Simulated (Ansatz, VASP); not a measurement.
Si2W3 in VASP and in Ansatz

The input INCAR:

```
SYSTEM = Si2W3
ALGO     = Fast           ! electronic algorithm
EDIFF    = 1E-7           ! SCF threshold, eV
ENCUT    = 520            ! plane-wave cutoff, eV
GGA      = PS             ! functional
ISIF     = 2              ! what is computed and relaxed
ISMEAR   = 0              ! smearing method
LASPH    = .True.         ! aspherical terms in the spheres
LCHARG   = .False.        ! write CHGCAR
LREAL    = .False.        ! projectors in reciprocal space
LWAVE    = .False.        ! write WAVECAR
NBANDS   = 61             ! bands
NELM     = 100            ! most SCF steps
PREC     = Accurate       ! precision mode
SIGMA    = 0.15           ! smearing width, eV
```

Contents of KPOINTS:

```
k-points
0
Gamma
  6 6 12
  0 0 0
```

The input POSCAR:

```
Si2W3
1.0
    6.5824376030      0.0000000000      0.0000000000
    0.0000000000      6.5824376030      0.0000000000
    0.0000000000      0.0000000000      3.2749106436
Si W
4 6
Direct
    0.1269050396      0.6269050396      0.0000000000
    0.8587484176      0.3587484176      0.0000000000
    0.6555629592      0.8874063372      0.0000000000
    0.3874063372      0.1555629592      0.0000000000
    0.4993528234      0.4972766911      0.0000000000
   -0.0027233089     -0.0006471766      0.0000000000
    0.6589637698      0.1589637698      0.5000000000
    0.3392484662      0.8392484662      0.5000000000
    0.1602504459      0.3405351423      0.5000000000
    0.8405351423      0.6602504459      0.5000000000
```

Input for Ansatz:

```yaml
crystal:
  lattice:
    - [6.582437603, 0.0, 0.0]
    - [0.0, 6.582437603, 0.0]
    - [0.0, 0.0, 3.2749106436]
  atoms:
    - { symbol: Si, position: [0.1269050396, 0.6269050396, 0.0] }
    - { symbol: Si, position: [0.8587484176, 0.3587484176, 0.0] }
    - { symbol: Si, position: [0.6555629592, 0.8874063372, 0.0] }
    - { symbol: Si, position: [0.3874063372, 0.1555629592, 0.0] }
    - { symbol: W, position: [0.4993528234, 0.4972766911, 0.0] }
    - { symbol: W, position: [-0.0027233089, -0.0006471766, 0.0] }
    - { symbol: W, position: [0.6589637698, 0.1589637698, 0.5] }
    - { symbol: W, position: [0.3392484662, 0.8392484662, 0.5] }
    - { symbol: W, position: [0.1602504459, 0.3405351423, 0.5] }
    - { symbol: W, position: [0.8405351423, 0.6602504459, 0.5] }
basis:
  ecutwfc: 420
kpoints:
  mp_grid: { grid: [6, 6, 12] }
hamiltonian:
  xc: pbesol
scf:
  occupations: { method: gaussian, width: 0.15 }
output:
  forces: true
  stress: true
  eigenvalues: true
```

Change from the starting cell: mode 27 (413.1 1/cm) frozen in, largest displacement -0.200 Å.

Alike in both runs: task single point; functional PBEsol; k mesh 6 × 6 × 12; occupations gaussian, width 0.15 eV; no spin polarisation.

|  | VASP | Ansatz |
| --- | --- | --- |
| version | VASP 6.6.1 | Ansatz 0.2.0 |
| potentials or method | VASP PAW PBE potentials, release 64 (Si, W_sv), cutoff 520 eV | scalar-relativistic, plane waves, PAW |
| valence electrons in the cell | 100 | 100 |

VASP gave:

- gap on the k mesh at the Fermi level (eV): none
- pressure (GPa): 3.0
- traceless stress, the component that is largest in VASP (GPa): 0.59
- rms of the force components (eV/Å): 1.198

Problem. Estimate Ansatz's values.

Solution. gap on the k mesh at the Fermi level (eV): none; pressure (GPa): 2.6; traceless stress, the component that is largest in VASP (GPa): 0.59; rms of the force components (eV/Å): 1.190.

VASP's potentials were made for PBE, not for PBEsol. Atom by atom the forces differ by 0.008 eV/Å (rms over components). A gap of «none» marks a metal or a gap that the smearing closes. The functional is the same, so the differences come from potentials, cutoffs and numerics.

Neither program's run includes spin-orbit coupling.
